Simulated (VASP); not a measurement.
## Se: single point with revPBE

The system is Se.

```
Se
1.0
    -1.79692    1.79692    1.79692
     1.79692   -1.79692    1.79692
     1.79692    1.79692   -1.79692
Se
1
Cartesian
  0.0000 0.0000 0.0000
```

This cell differs from its parent crystal: volume scaled by 1.12.

```yaml
Program: VASP 6.6.1
Task: single point
Functional: revPBE
Potentials_or_basis: VASP PAW PBE potentials, release 64 (Se)
Cutoff: 520 eV
k_mesh: 14 × 14 × 14
Occupations: fermi-dirac, width 0.1 eV
Spin: no spin polarisation
```

The pressure is -5.6 GPa and the band gap on the k mesh is zero (band 3 reaches 6.39 eV, above the bottom of band 4 at 1.30 eV).

Levels at points of the mesh, in eV from the Fermi level:
```tsv
k point	band 1	band 2	band 3	band 4	band 5	band 6	band 7	band 8
(0.00, 0.00, 0.00)	-14.99	2.38	2.38	2.38	9.65	12.12	12.12	12.12
(0.50, 0.00, 0.00)	-12.33	-5.57	-0.01	1.78	6.89	8.51	16.73	16.95
(0.50, 0.50, 0.50)	-10.58	-2.71	-2.71	-2.71	4.73	4.73	21.27	21.27
```

Wall time 7.2 s on 1 thread of Intel(R) Xeon(R) Platinum 8559C (Emerald Rapids) (shared host), peak memory 0.15 GiB.

Caveat: the PAW data sets were made with another functional, which shifts forces and pressure a little.
